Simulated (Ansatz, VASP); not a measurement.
# Two plane-wave programs on Ti5C

```
Ti C
1.0
     0.00000    3.62216    3.62216
     3.62216    0.00000    3.62216
     3.62216    3.62216    0.00000
Ti C
5 1
Direct
  0.36688 0.87771 0.87771
  0.87771 0.87771 0.87771
  0.25000 0.25000 0.25000
  0.87771 0.87771 0.36688
  0.87771 0.36688 0.87771
  0.50000 0.50000 0.50000
```

Change from the starting cell: species swapped into the HfNi5 type (F-43m, No. 216).

Alike in both runs: functional PBE; k mesh 4 × 4 × 4; occupations gaussian, width 0.1 eV; no spin polarisation.

Ansatz relaxed the structure, and its values are those at the end. VASP's run is a single point on that final structure, the one shown.

|  | VASP | Ansatz |
| --- | --- | --- |
| version | VASP 6.6.1 | Ansatz 0.2.0 |
| potentials or method | VASP PAW PBE potentials, release 64 (Ti_sv, C), cutoff 520 eV | scalar-relativistic, plane waves, PAW |
| valence electrons in the cell | 64 | 64 |

VASP gave:

| Item | Value |
| --- | --- |
| gap on the k mesh at the Fermi level (eV) | none |
| pressure (GPa) | 0.1 |
| rms of the force components (eV/Å) | 0.028 |

Task: Which values does Ansatz return?

Result: gap on the k mesh at the Fermi level (eV): none; pressure (GPa): 0.2; rms of the force components (eV/Å): 0.020.

A gap of «none» marks a metal or a gap that the smearing closes. With one functional, cell and mesh, what is left measures potentials, basis and numerics.

The k mesh is coarse, so the values compare programs but aren't converged.
